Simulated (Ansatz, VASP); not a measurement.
# One calculation of C, two programs

```xyz
4
Lattice="2.5238 0.0000 0.0000 -1.2619 2.1857 0.0000 0.0000 0.0000 4.1990" Properties=species:S:1:pos:R:3 pbc="T T T"
C     0.0000    1.4571    0.2632
C     1.2619    0.7286    2.3627
C     0.0000    1.4571    1.8363
C     1.2619    0.7286    3.9358
```

Alike in both runs: task single point; functional RPBE; k mesh 12 × 12 × 7; occupations fermi-dirac, width 0.05 eV; no spin polarisation.

|  | VASP | Ansatz |
| --- | --- | --- |
| version | VASP 6.6.1 | Ansatz 0.2.0 |
| potentials or method | VASP PAW PBE potentials, release 64 (C), cutoff 520 eV | plane waves (420 eV) with PAW, scalar-relativistic |
| valence electrons in the cell | 16 | 16 |

```csv
,VASP,Ansatz,Ansatz less VASP
pressure (GPa),0.4,0.0,-0.46
"traceless stress, the component that is largest in VASP (GPa)",-0.02,0.07,+0.085
```

VASP's potentials were made for PBE, not for RPBE.
